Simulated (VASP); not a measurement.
# BN (Immm) in VASP: notebook

Aim: see how the results for BN move with the level of theory and the settings. Levels: PBE, r2SCAN. Tasks: single point.

All numbers are computed with VASP 6.6.1; they aren't measurements. Logs are shortened: lines on timing, memory, paths and dates and some standing lists are left out, and cuts for length are marked.

**1. The cell of the first run**

Symmetry: Immm, No. 71, orthorhombic system. The conventional cell has a = 2.450 Å, b = 2.488 Å, c = 3.492 Å, α = 90.00°, β = 90.00°, γ = 90.00°. Within 2.3 Å of B (site symmetry mmm) lie 6 N at 1.75 Å. N (site symmetry mmm) has 6 B at 1.75 Å within 2.3 Å.

**2. Single point, PBE (shear xy strain -1.5%)**

INCAR reads:

```
ALGO     = Normal         # electronic algorithm
EDIFF    = 1E-7           # SCF threshold, eV
ENCUT    = 520            # plane-wave cutoff, eV
GGA      = PE             # functional
ISIF     = 2              # what is computed and relaxed
ISMEAR   = -1             # smearing method
LASPH    = T              # aspherical terms in the spheres
LCHARG   = F              # write CHGCAR
LREAL    = F              # projectors in reciprocal space
LWAVE    = F              # write WAVECAR
NBANDS   = 11             # bands
NELM     = 80             # most SCF steps
PREC     = Accurate       # precision mode
SIGMA    = 0.02           # smearing width, eV
```

KPOINTS reads:

```
k-points
0
Gamma
  12 12 12
```

POSCAR reads:

```
BN
1.0
   -0.0133555684      1.7458259350      1.7458259350
    1.7458259350     -0.0133555684      1.7458259350
    1.7324703666      1.7324703666      0.0000000000
B N
1 1
Direct
    0.0000000000      0.0000000000      0.0000000000
    0.5000000000      0.5000000000      0.5000000000
```

Potentials or basis: VASP PAW PBE potentials, release 64 (B, N).

Started as:

```console
$ cat potpaw_PBE.64/B/POTCAR potpaw_PBE.64/N/POTCAR > POTCAR
$ mpirun -np 1 vasp_std > vasp.out
```

OUTCAR:

```text
EDIFF = 1E-7
   ENCUT = 520
   GGA = PE
   ISIF = 2
   ISMEAR = -1
   LASPH = T
   LREAL = F
   NELM = 80
   PREC = Accurate

 ion  position               nearest neighbor table
   1  0.000  0.000  0.000-   2 1.75   2 1.75   2 1.75   2 1.75   2 1.75   2 1.75
   2  0.500  0.500  0.500-   1 1.75   1 1.75   1 1.75   1 1.75   1 1.75   1 1.75

  LATTYP: Found a body centered orthorhombic cell.
 ALAT       =     2.4500830889
 B/A-ratio  =     1.0154179473
 C/A-ratio  =     1.4251156975

  Lattice vectors:

 A1 = (   0.0133555684,  -1.7458259350,  -1.7458259350)
 A2 = (  -0.0133555684,   1.7458259350,  -1.7458259350)
 A3 = (   1.7458259350,  -0.0133555684,   1.7458259350)

Analysis of symmetry for initial positions (statically):
=====================================================================
 Subroutine PRICEL returns:
 Original cell was already a primitive cell.

 Routine SETGRP: Setting up the symmetry group for a
 body centered orthorhombic supercell.

 Subroutine GETGRP returns: Found  8 space group operations
 (whereof  8 operations were pure point group operations)
 out of a pool of  8 trial point group operations.

The static configuration has the point symmetry D_2h.

Analysis of symmetry for dynamics (positions and initial velocities):
=====================================================================
 Subroutine PRICEL returns:
 Original cell was already a primitive cell.

 Routine SETGRP: Setting up the symmetry group for a
 body centered orthorhombic supercell.

 Subroutine GETGRP returns: Found  8 space group operations
 (whereof  8 operations were pure point group operations)
 out of a pool of  8 trial point group operations.

The dynamic configuration has the point symmetry D_2h.

 Subroutine INISYM returns: Found  8 space group operations
 (whereof  8 operations are pure point group operations),
 and found     1 'primitive' translations

----------------------------------------------------------------------------------------

                                     Primitive cell

  volume of cell :      10.6416

  direct lattice vectors                    reciprocal lattice vectors
    -0.013355568  1.745825935  1.745825935    -0.284223088  0.284223088  0.286397395
     1.745825935 -0.013355568  1.745825935     0.284223088 -0.284223088  0.286397395
     1.732470367  1.732470367  0.000000000     0.288605225  0.288605225 -0.286397395

  length of vectors
     2.469006837  2.469006837  2.450083089     0.493547359  0.493547359  0.498607481

  position of ions in fractional coordinates (direct lattice)
     0.000000000  0.000000000  0.000000000
[... 81 lines left out ...]
   NSW    =      0    number of steps for IOM
   IBRION =     -1    ionic relax: 0-MD 1-quasi-New 2-CG
   NFREE  =      0    steps in history (QN), initial steepest desc. (CG)
   ISIF   =      2    stress and relaxation
   ISYM   =      2    0-nonsym 1-usesym 2-fastsym
   POTIM  = 0.5000    time-step for ionic-motion
   TEBEG  =    0.0;   TEEND  =   0.0 temperature during run
   PSTRESS=    0.0 pullay stress
   NELECT =       8.0000    total number of electrons
   NUPDOWN=      -1.0000    fix difference up-down
   EMIN   =  10.00;   EMAX   =-10.00  energy-range for DOS
   EFERMI =   0.00;   METHOD = LEGACY
   ISMEAR =    -1;   SIGMA  =   0.02  broadening in eV -4-tet -1-fermi 0-gaus
   EFERMI_NEDOS =   21; number of points for ismear=-14 and -15
   IALGO  =     38    algorithm
   IMIX   =      4    mixing-type and parameters
     AMIX     =   0.40;   BMIX     =  1.00
     AMIX_MAG =   1.60;   BMIX_MAG =  1.00
  volume/ion in A,a.u.               =       5.32        35.91
  Fermi-wavevector in a.u.,A,eV,Ry     =   1.488569  2.812988 30.148309  2.215838
  Thomas-Fermi vector in A             =   2.601587
   LORBIT       =      0    0 simple, 1 ext, 2 COOP (PROOUT), +10 PAW based schemes
   GGA     = PE    functional components
   LHFCALC =     F    Hartree Fock is set to
   AEXX    =    0.0000 exact exchange contribution
   IVDW    =     0    specifies the selected vdW correction
   LEPSILON=     F    determine dielectric tensor
   LRPA    =     F    only Hartree local field effects (RPA)
 non-spin polarized calculation
  energy-cutoff  :      520.00
  volume of cell :       10.64
 maximum number of plane-waves:       298
   NGX =  9   NGY =  9   NGZ =  9

 number of electron       7.9999998 magnetization

 Free energy of the ion-electron system (eV)
  ---------------------------------------------------
  ext. energy  EPLUGINS =         0.00000000
  ---------------------------------------------------
  free energy    TOTEN  =       -13.93951906 eV

  energy without entropy =      -13.93951906  energy(sigma->0) =      -13.93951906

 E-fermi :  10.9581     XC(G=0): -13.7607

 val. band max:       10.5846680001   @ k =  -0.1667   0.1667   0.0000
 cond. band min:      11.6382518303   @ k =   0.5000   0.5000   0.0000
 fundamental gap:      1.0535838302
 Fermi energy:        10.9580658626

 k-point     1 :       0.0000    0.0000    0.0000
  band No.  band energies     occupation
      1     -12.1044      2.00000
      2       9.3445      2.00000
      3       9.5228      2.00000
      4       9.7097      2.00000
      5      19.6170      0.00000
      6      22.4462      0.00000
      7      22.4954      0.00000
      8      22.5557      0.00000
      9      28.6652      0.00000
     10      29.0123      0.00000
     11      29.3320      0.00000
[... 309 lines left out ...]
 k-point    24 :      -0.4167    0.1667    0.0000
  band No.  band energies     occupation
      1      -6.4398      2.00000
      2      -1.4848      2.00000
      3       5.8904      2.00000
      4       8.6307      2.00000
      5      15.6046      0.00000
      6      17.6004      0.00000
      7      20.5708      0.00000
      8      24.8782      0.00000
      9      32.0957      0.00000
     10      34.9191      0.00000
     11      39.7407      0.00000

 [... further k-points ...]
[... 5 lines left out ...]
  --------------------------------------------------------------------------------------
  -------------------------------------------------------------------------------------
  Total        0.2660352      0.2660352      0.2522391      0.6413293      0.0000000      0.0000000
  in kB       40.0536611     40.0536611     37.9765611     96.5571146      0.0000000      0.0000000
  external PRESSURE =      39.3612945 kB  Pullay stress =       0.0000000 kB

 VOLUME and BASIS-vectors are now :
 -----------------------------------------------------------------------------
  energy-cutoff  :      520.00
  volume of cell :       10.64
      direct lattice vectors                 reciprocal lattice vectors
    -0.013355568  1.745825935  1.745825935    -0.284223088  0.284223088  0.286397395
     1.745825935 -0.013355568  1.745825935     0.284223088 -0.284223088  0.286397395
     1.732470367  1.732470367  0.000000000     0.288605225  0.288605225 -0.286397395

 POSITION                                       TOTAL-FORCE (eV/Angst)
 -----------------------------------------------------------------------------------
      0.00000      0.00000      0.00000        -0.000000     -0.000000      0.000000
      1.73247      1.73247      1.74583         0.000000      0.000000      0.000000
 -----------------------------------------------------------------------------------
    total drift:                               -0.000000     -0.000000     -0.000000

  FREE ENERGIE OF THE ION-ELECTRON SYSTEM (eV)
  ---------------------------------------------------
  free  energy   TOTEN  =       -13.9395190641 eV

  energy  without entropy=      -13.9395190641  energy(sigma->0) =      -13.93951906
```

It took 16 s on 1 thread of Intel Xeon 6975P-C, shared host; peak memory 0.14 GiB.

Results:

```
Free energy            : -13.9395 eV
Pressure               : 3.9 GPa
Band gap on the k mesh : 1.05 eV, indirect (least direct gap 5.72 eV)
```

Caveat: the cell differs from its parent crystal (shear xy strain -1.5%).

**3. Single point, r2SCAN (shear xy strain -1.5%)**

POSCAR is that of step 2.

INCAR.step1 reads:

```
  ALGO = Normal
  EDIFF = 1E-4
  ENCUT = 520
  GGA = PE
  ISMEAR = 0
  LASPH = True
  LCHARG = False
  LREAL = False
  LWAVE = True
  NBANDS = 11
  NELM = 80
  PREC = Accurate
  SIGMA = 0.01
```

INCAR.step2 reads:

```
  ALGO = Normal
  EDIFF = 1E-6
  ENCUT = 520
  ISIF = 2
  ISMEAR = 0
  ISTART = 1
  LASPH = True
  LCHARG = False
  LMIXTAU = True
  LREAL = False
  LWAVE = False
  METAGGA = R2SCAN
  NBANDS = 11
  NELM = 80
  PREC = Accurate
  SIGMA = 0.01
```

KPOINTS is that of step 2.

Potentials or basis: VASP PAW PBE potentials, release 64 (B, N).

Started as:

```console
$ cat potpaw_PBE.64/B/POTCAR potpaw_PBE.64/N/POTCAR > POTCAR
$ cp INCAR.step1 INCAR
$ mpirun -np 1 vasp_std > vasp.out
$ cp INCAR.step2 INCAR
$ mpirun -np 1 vasp_std > vasp.out
```

OUTCAR:

```text
EDIFF = 1E-6
   ENCUT = 520
   ISIF = 2
   ISMEAR = 0
   ISTART = 1
   LASPH = True
   LREAL = False
   METAGGA = R2SCAN
   NELM = 80
   PREC = Accurate

 ion  position               nearest neighbor table
   1  0.000  0.000  0.000-   2 1.75   2 1.75   2 1.75   2 1.75   2 1.75   2 1.75
   2  0.500  0.500  0.500-   1 1.75   1 1.75   1 1.75   1 1.75   1 1.75   1 1.75

  LATTYP: Found a body centered orthorhombic cell.
 ALAT       =     2.4500830889
 B/A-ratio  =     1.0154179473
 C/A-ratio  =     1.4251156975

  Lattice vectors:

 A1 = (   0.0133555684,  -1.7458259350,  -1.7458259350)
 A2 = (  -0.0133555684,   1.7458259350,  -1.7458259350)
 A3 = (   1.7458259350,  -0.0133555684,   1.7458259350)

Analysis of symmetry for initial positions (statically):
=====================================================================
 Subroutine PRICEL returns:
 Original cell was already a primitive cell.

 Routine SETGRP: Setting up the symmetry group for a
 body centered orthorhombic supercell.

 Subroutine GETGRP returns: Found  8 space group operations
 (whereof  8 operations were pure point group operations)
 out of a pool of  8 trial point group operations.

[... 166 lines left out ...]
 fundamental gap:      1.1844847049
 Fermi energy:        10.5894958967

 k-point     1 :       0.0000    0.0000    0.0000
  band No.  band energies     occupation
      1     -13.3432      2.00000
      2       9.2650      2.00000
      3       9.4493      2.00000
      4       9.6423      2.00000
      5      20.1803      0.00000
      6      23.4744      0.00000
      7      23.5277      0.00000
      8      23.5931      0.00000
      9      29.4324      0.00000
     10      29.7873      0.00000
     11      30.1130      0.00000
[... 309 lines left out ...]
 k-point    24 :      -0.4167    0.1667    0.0000
  band No.  band energies     occupation
      1      -7.4910      2.00000
      2      -2.0630      2.00000
      3       5.6348      2.00000
      4       8.4844      2.00000
      5      16.0598      0.00000
      6      18.2156      0.00000
      7      21.3530      0.00000
      8      25.9374      0.00000
      9      33.5129      0.00000
     10      36.4737      0.00000
     11      41.0426      0.00000

 [... further k-points ...]
[... 5 lines left out ...]
  --------------------------------------------------------------------------------------
  -------------------------------------------------------------------------------------
  Total        0.0372310      0.0372310      0.0228091      0.6764322      0.0000000      0.0000000
  in kB        5.6054162      5.6054162      3.4340938    101.8421190      0.0000000      0.0000000
  external PRESSURE =       4.8816420 kB  Pullay stress =       0.0000000 kB

 VOLUME and BASIS-vectors are now :
 -----------------------------------------------------------------------------
  energy-cutoff  :      520.00
  volume of cell :       10.64
      direct lattice vectors                 reciprocal lattice vectors
    -0.013355568  1.745825935  1.745825935    -0.284223088  0.284223088  0.286397395
     1.745825935 -0.013355568  1.745825935     0.284223088 -0.284223088  0.286397395
     1.732470367  1.732470367  0.000000000     0.288605225  0.288605225 -0.286397395

 POSITION                                       TOTAL-FORCE (eV/Angst)
 -----------------------------------------------------------------------------------
      0.00000      0.00000      0.00000        -0.000000      0.000000      0.000000
      1.73247      1.73247      1.74583         0.000000     -0.000000     -0.000000
 -----------------------------------------------------------------------------------
    total drift:                               -0.000000     -0.000000     -0.000000

  FREE ENERGIE OF THE ION-ELECTRON SYSTEM (eV)
  ---------------------------------------------------
  free  energy   TOTEN  =       -15.4244992873 eV

  energy  without entropy=      -15.4244992873  energy(sigma->0) =      -15.42449929
```

OSZICAR.step1:

```text
N       E                     dE             d eps       ncg     rms          rms(c)
DAV:   1     0.115101049013E+02    0.11510E+02   -0.49991E+03  6464   0.732E+02
DAV:   2    -0.142722246976E+02   -0.25782E+02   -0.24465E+02  7175   0.157E+02
DAV:   3    -0.147638449069E+02   -0.49162E+00   -0.49057E+00  7329   0.182E+01
DAV:   4    -0.147642915757E+02   -0.44667E-03   -0.44666E-03  6805   0.597E-01
DAV:   5    -0.147642917896E+02   -0.21391E-06   -0.21393E-06  6655   0.136E-02    0.631E+00
DAV:   6    -0.139286719994E+02    0.83562E+00   -0.42048E+00  6757   0.106E+01    0.238E+00
DAV:   7    -0.139354131574E+02   -0.67412E-02   -0.78374E-02  6790   0.240E+00    0.158E+00
DAV:   8    -0.139397484826E+02   -0.43353E-02   -0.71344E-03  6541   0.635E-01    0.304E-01
DAV:   9    -0.139395106546E+02    0.23783E-03   -0.10797E-03  6742   0.174E-01    0.832E-02
DAV:  10    -0.139395184595E+02   -0.78050E-05   -0.37974E-05  3506   0.476E-02
   1 F= -.13939518E+02 E0= -.13939518E+02  d E =-.779541-116
```

It took 61 s on 1 thread of Intel Xeon 6975P-C, shared host; peak memory 0.14 GiB.

Results:

```yaml
Free_energy: -15.4245 eV
Pressure: 0.5 GPa
Band_gap_on_the_k_mesh: 1.18 eV, indirect (least direct gap 6.37 eV)
```

Levels at points of the mesh, in eV from the valence-band top:
```
           k point  band 1  band 2  band 3  band 4  band 5  band 6  band 7  band 8  band 9
(0.00, 0.00, 0.00)  -23.85   -1.24   -1.06   -0.86    9.67   12.97   13.02   13.09   18.93
(0.50, 0.00, 0.00)  -18.55  -13.38   -0.85   -0.74    5.68    5.81    7.97   14.62   24.19
(0.50, 0.50, 0.00)  -15.65  -12.47   -6.28   -5.80    1.18    9.48   15.68   15.81   17.50
(0.00, 0.00, 0.50)  -18.41  -13.23   -0.99   -0.89    5.48    5.59    7.65   14.49   24.20
(0.50, 0.00, 0.50)  -15.64  -12.47   -6.04   -6.04    1.20    9.46   15.72   15.74   17.51
```

Caveat: the cell differs from its parent crystal (shear xy strain -1.5%); the PAW data sets were made with another functional, which shifts forces and pressure a little. A k mesh can miss the band edges.
